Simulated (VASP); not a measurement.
Set up this calculation in VASP 6.6.1, as the native input.

```yaml
Task: single point
Functional: PBE
Potentials_or_basis: VASP PAW PBE potentials, release 64 (Te, Pb_d, Se)
Cutoff: 520 eV
k_mesh: 6 × 6 × 6
Occupations: gaussian, width 0.02 eV
Spin: no spin polarisation
Dipole_correction: no
Further_INCAR_settings: ALGO = Normal; EDIFF = 1e-06; NBANDS = 50
```

The structure of TePb4Se3 lies in POSCAR:

```
TePb4Se3
1.0
    6.3176684000      0.0000000000      0.0000000000
    0.0000000000      6.3176684000      0.0000000000
    0.0000000000      0.0000000000      6.3176684000
Te Pb Se
1 4 3
Direct
    0.5000000000      0.5000000000      0.5000000000
    0.0000000000      0.0000000000      0.0000000000
    0.5000000000      0.0000000000      0.5000000000
    0.0000000000      0.5000000000      0.5000000000
    0.5000000000      0.5000000000      0.0000000000
    0.0000000000      0.5000000000      0.0000000000
    0.5000000000      0.0000000000      0.0000000000
    0.0000000000      0.0000000000      0.5000000000
```

One way to write it, as run:

INCAR

```
PREC = Accurate ; ENCUT = 520
EDIFF = 1E-6 ; ISMEAR = 0
SIGMA = 0.02 ; LREAL = False
LASPH = True ; NELM = 100
ALGO = Normal ; ISIF = 2
LWAVE = False ; LCHARG = False
GGA = PE ; NBANDS = 50
```

KPOINTS

```
Automatic mesh
0
Gamma
  6 6 6
```

Potentials or basis: VASP PAW PBE potentials, release 64 (Te, Pb_d, Se).

Command:

```console
$ cat potpaw_PBE.64/Te/POTCAR potpaw_PBE.64/Pb_d/POTCAR potpaw_PBE.64/Se/POTCAR > POTCAR
$ mpirun -np 1 vasp_std > vasp.out
```

Results of the run:

```yaml
Pressure: 0.0 GPa
Band_gap_on_the_k_mesh: 0.30 eV, direct
```

Caveat: spin-orbit coupling is left out, which moves the levels of the heavy elements.

Run time: 3 min on 1 thread of AMD EPYC 7R43 64-Core Processor (Zen 3) (shared host), peak memory 0.41 GiB.
